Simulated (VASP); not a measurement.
Set up this calculation in VASP 6.6.1, as the native input.

| Property | Result |
| --- | --- |
| Task | single point |
| Functional | PBEsol |
| Potentials or basis | VASP PAW PBE potentials, release 64 (Al, Ru_pv) |
| Cutoff | 520 eV |
| k mesh | 12 × 12 × 4 |
| Occupations | gaussian, width 0.1 eV |
| Spin | no spin polarisation |
| Dipole correction | no |
| Further INCAR settings | ALGO = Fast; EDIFF = 1e-06; NBANDS = 29 |

The structure of Al2Ru lies in POSCAR:

```
Al2Ru
1.0
    3.1837849185      0.0000000000      0.0000000000
    0.0000000000      3.1837849185      0.0000000000
    0.0000000000      0.0000000000      8.5915662343
Al Ru
4 2
Direct
    0.5000000000      0.5000000000      0.1578274324
    0.0000000000      0.0000000000      0.3421725676
    0.0000000000      0.0000000000      0.6578274324
    0.5000000000      0.5000000000      0.8421725676
    0.0000000000      0.0000000000      0.0000000000
    0.5000000000      0.5000000000      0.5000000000
```

This cell differs from its parent crystal: equal strain along all axes, cell held: +2.0 %, then relaxed in part.

These files were run (other wordings do the same):

INCAR

```
PREC = Accurate ; ENCUT = 520
EDIFF = 1E-6 ; ISMEAR = 0
SIGMA = 0.1 ; LREAL = F
LASPH = T ; NELM = 60
ALGO = Fast ; ISIF = 2
LWAVE = F ; LCHARG = T
GGA = PS ; LELF = T
LVHAR = T ; NBANDS = 29
```

KPOINTS

```
Automatic mesh
0
Gamma
  12 12 4
```

Potentials or basis: VASP PAW PBE potentials, release 64 (Al, Ru_pv).

The run is started by

```sh
$ cat potpaw_PBE.64/Al/POTCAR potpaw_PBE.64/Ru_pv/POTCAR > POTCAR
$ mpirun -np 1 vasp_std > vasp.out
```

It gave:

```yaml
Pressure: -9.2 GPa
Band_gap_on_the_k_mesh: zero (bands 20 and 21 overlap by 0.19 eV)
```

Caveat: the cell differs from its parent crystal (equal strain along all axes, cell held: +2.0 %, then relaxed in part); the cell stands under tension; the PAW data sets were made with another functional, which shifts forces and pressure a little.

It took 87 s on 1 thread of Intel(R) Xeon(R) 6975P-C (Granite Rapids), with other jobs on the host, peak memory 0.3 GiB.
